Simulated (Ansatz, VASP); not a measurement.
**Two plane-wave programs on TiCo**

INCAR

```
ALGO = Normal
EDIFF = 1E-6
ENCUT = 520
GGA = PE
ISIF = 2
ISMEAR = -1
ISPIN = 2
LASPH = T
LCHARG = T
LELF = T
LMAXMIX = 4
LORBIT = 11
LREAL = F
LVHAR = T
LWAVE = F
MAGMOM = 0 2.5
NBANDS = 22
NELM = 150
PREC = Accurate
SIGMA = 0.1
```

Contents of KPOINTS:

```
k-points
0
Gamma
  10 10 10
```

POSCAR

```
TiCo
1.0
    2.8830584718      0.0000000000      0.0000000000
    0.0000000000      2.8830584718      0.0000000000
    0.0000000000      0.0000000000      2.8830584718
Ti Co
1 1
Direct
    0.0000000000      0.0000000000      0.0000000000
    0.5000000000      0.5000000000      0.5000000000
```

Input for Ansatz:

```yaml
crystal:
  lattice:
    - [2.8830584717541017, 0.0, 0.0]
    - [0.0, 2.8830584717541017, 0.0]
    - [0.0, 0.0, 2.8830584717541017]
  atoms:
    - { symbol: Ti, position: [0.0, 0.0, 0.0] }
    - { symbol: Co, position: [0.5, 0.5, 0.5], spin: 2.5 }
basis:
  ecutwfc: 450.0
kpoints:
  mp_grid:
    grid: [10, 10, 10]
magnetization:
  spin_polarized: true
scf:
  occupations:
    method: fermi_dirac
    width: 0.1
```

Alike in both runs: task single point; functional PBE; k mesh 10 × 10 × 10; occupations fermi-dirac, width 0.1 eV; collinear spin.

|  | VASP | Ansatz |
| --- | --- | --- |
| version | VASP 6.6.1 | Ansatz 0.2.0 |
| potentials or method | VASP PAW PBE potentials, release 64 (Ti_sv, Co), cutoff 520 eV | plane waves, PAW |
| valence electrons in the cell | 21 | 29 |

```tsv
	VASP	Ansatz	Ansatz less VASP
net moment per atom (μB)	0.20	0.30	+0.103
size of the moment on the site where the two differ most (μB)	0.41	0.62	+0.214
```

The net moments are unlike, so the other rows may belong to different states. Site moments also hang on the region over which each program counts them. VASP's potentials hold 21 valence electrons a cell and Ansatz's 29, so a difference there can come from the potentials and not from the codes.
